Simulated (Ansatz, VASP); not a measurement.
# HgTe: VASP beside Ansatz

Contents of INCAR:

```
PREC = Accurate
ENCUT = 520
EDIFF = 1E-6
ISMEAR = 0
SIGMA = 0.15
LREAL = F
LASPH = T
NELM = 60
ALGO = Normal
ISIF = 2
LWAVE = F
LCHARG = F
GGA = PE
NBANDS = 16
```

The input KPOINTS:

```
regular mesh
0
Gamma
  16 16 16
```

The input POSCAR:

```
HgTe
1.0
    0.0000000000      3.2416781344      3.1585581823
    3.2416781344      0.0000000000      3.1585581823
    3.2416781344      3.2416781344      0.0000000000
Hg Te
1 1
Direct
    0.0000000000      0.0000000000      0.0000000000
    0.7500000000      0.7500000000      0.7500000000
```

Input for Ansatz:

```yaml
crystal:
  lattice:
    - [0.0, 3.2416781247, 3.1585581728]
    - [3.2416781247, 0.0, 3.1585581728]
    - [3.2416781247, 3.2416781247, 0.0]
  atoms:
    - { symbol: Hg, position: [0.0, 0.0, 0.0] }
    - { symbol: Te, position: [0.75, 0.75, 0.75] }
basis:
  ecutwfc: 420
kpoints:
  mp_grid: { grid: [16, 16, 16] }
hamiltonian:
  xc: pbe
scf:
  occupations: { method: gaussian, width: 0.15 }
output:
  forces: true
  stress: true
  eigenvalues: true
```

Change from the starting cell: strain -0.025 along x and y, -0.050 along z, atoms carried along.

Alike in both runs: task single point; functional PBE; k mesh 16 × 16 × 16; occupations gaussian, width 0.15 eV; no spin polarisation.

```csv
,VASP,Ansatz
version,VASP 6.6.1,Ansatz 0.2.0
potentials or method,"VASP PAW PBE potentials, release 64 (Hg, Te), cutoff 520 eV","scalar-relativistic, plane waves, PAW"
valence electrons in the cell,18,36
```

|  | VASP | Ansatz | Ansatz less VASP |
| --- | --- | --- | --- |
| gap on the k mesh at the Fermi level (eV) | none | none | - |
| pressure (GPa) | 4.6 | 4.6 | -0.08 |
| traceless stress, the component that is largest in VASP (GPa) | 0.19 | 0.19 | -0.001 |

A gap of «none» marks a metal or a gap that the smearing closes. VASP's potentials hold 18 valence electrons a cell and Ansatz's 36, so a difference there can come from the potentials and not from the codes.

Spin-orbit coupling is off throughout.
